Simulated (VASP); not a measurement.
Set up this calculation in VASP 6.6.1, as the native input.

```
Task                   : single point
Functional             : PBEsol
Potentials or basis    : VASP PAW PBE potentials, release 64 (Ba_sv)
Cutoff                 : 520 eV
k mesh                 : 14 × 14 × 14
Occupations            : gaussian, width 0.15 eV
Spin                   : no spin polarisation
Dipole correction      : no
Further INCAR settings : ALGO = Fast; EDIFF = 1e-06; NBANDS = 11
```

The structure of Ba lies in POSCAR:

```
Ba
1.0
   -0.3840029720      2.8178005741      2.8178005741
    2.8178005741     -0.3840029720      2.8178005741
    2.8178005741      2.8178005741     -0.3840029720
Ba
1
Direct
    0.0000000000      0.0000000000      0.0000000000
```

The input as run:

INCAR

```
SYSTEM = Ba
PREC = Accurate
ENCUT = 520
EDIFF = 1E-6
ISMEAR = 0
SIGMA = 0.15
LREAL = .False.
LASPH = .True.
NELM = 80
ALGO = Fast
ISIF = 2
LWAVE = .False.
LCHARG = .False.
GGA = PS
NBANDS = 11
```

KPOINTS

```
regular mesh
0
Gamma
  14 14 14
  0 0 0
```

Potentials or basis: VASP PAW PBE potentials, release 64 (Ba_sv).

Launch:

```bash
$ cat potpaw_PBE.64/Ba_sv/POTCAR > POTCAR
$ mpirun -np 1 vasp_std > vasp.out
```

Results of the run:

```json
{
  "Pressure": "1.0 GPa",
  "Band gap on the k mesh": "zero (bands 5 and 6 overlap by 0.59 eV)"
}
```

Caveat: the PAW data sets were made with another functional, which shifts forces and pressure a little; spin-orbit coupling is left out, which moves the levels of the heavy elements.

Wall time 91 s on 1 thread of Intel(R) Xeon(R) Platinum 8488C (Sapphire Rapids) (shared host), peak memory 0.3 GiB.
